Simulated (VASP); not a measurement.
Write the native input for VASP 6.6.1 that does the following.

```
Task                   : single point
Functional             : PBEsol
Potentials or basis    : VASP PAW PBE potentials, release 64 (Ru_pv)
Cutoff                 : 400 eV
k mesh                 : 12 × 8 × 1
Occupations            : methfessel-paxton, width 0.1 eV
Spin                   : no spin polarisation
Dipole correction      : yes
Further INCAR settings : ALGO = Normal; EDIFF = 1e-06; NBANDS = 36; NELMDL = -8
```

The structure of Ru lies in POSCAR:

```
Ru
1.0
    2.6909056940      0.0000000000      0.0000000000
    0.0000000000      4.2481634390      0.0000000000
    0.0000000000      0.0000000000     19.1071902540
Ru
4
Direct
    0.0000000000      0.0000000000      0.4186905502
    0.5000000000      0.0000000000      0.5406547249
    0.5000000000      0.5000000000      0.4593452751
    0.0000000000      0.5000000000      0.5813094498
```

These files were run (other wordings do the same):

INCAR

```
  ALGO = Normal
  DIPOL = 0.5 0.5 0.500
  EDIFF = 1E-6
  ENCUT = 400
  GGA = PS
  GGA_COMPAT = False
  IDIPOL = 3
  ISIF = 2
  ISMEAR = 1
  LASPH = True
  LCHARG = False
  LDIPOL = True
  LREAL = False
  LWAVE = False
  NBANDS = 36
  NELM = 120
  NELMDL = -8
  PREC = Accurate
  SIGMA = 0.1
```

KPOINTS

```
k-points
0
Gamma
  12 8 1
```

Potentials or basis: VASP PAW PBE potentials, release 64 (Ru_pv).

The run is started by

```bash
$ cat potpaw_PBE.64/Ru_pv/POTCAR > POTCAR
$ mpirun -np 1 vasp_std > vasp.out
```

Results of the run:

```yaml
Largest_force: 1.474 eV/Å
Band_gap_on_the_k_mesh: zero (band 28 reaches -0.18 eV, above the bottom of band 29 at -1.39 eV)
```

Caveat: the PAW data sets were made with another functional, which shifts forces and pressure a little.

Run time: 5.3 min on 1 thread of Intel Xeon 6975P-C, with other jobs on the host, peak memory 0.31 GiB.
